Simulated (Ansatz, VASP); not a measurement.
## Ni in VASP and in Ansatz

```xyz
1
Lattice="0.0000 1.7125 1.7125 1.7125 0.0000 1.7125 1.7125 1.7125 0.0000" Properties=species:S:1:pos:R:3 pbc="T T T"
Ni    0.0000    0.0000    0.0000
```

Alike in both runs: task single point; functional LDA; k mesh 16 × 16 × 16; occupations gaussian, width 0.1 eV; collinear spin.

|  | VASP | Ansatz |
| --- | --- | --- |
| version | VASP 6.6.1 | Ansatz 0.2.0 |
| potentials or method | VASP PAW LDA potentials, release 64 (Ni), cutoff 520 eV | plane waves (420 eV) with PAW, scalar-relativistic |
| valence electrons in the cell | 10 | 18 |

```tsv
	VASP	Ansatz	Ansatz less VASP
pressure (GPa)	-0.6	-0.5	+0.11
net moment per atom (μB)	0.57	0.58	+0.006
size of the moment on the site where the two differ most (μB)	0.57	0.60	+0.032
```

Ansatz warns that its potentials were made for another functional, while VASP's fit it. LDA's correlation is that of Perdew and Zunger in VASP and of Perdew and Wang (1992) in Ansatz. Site moments also hang on the region over which each program counts them. VASP's potentials hold 10 valence electrons a cell and Ansatz's 18, so a difference there can come from the potentials and not from the codes.
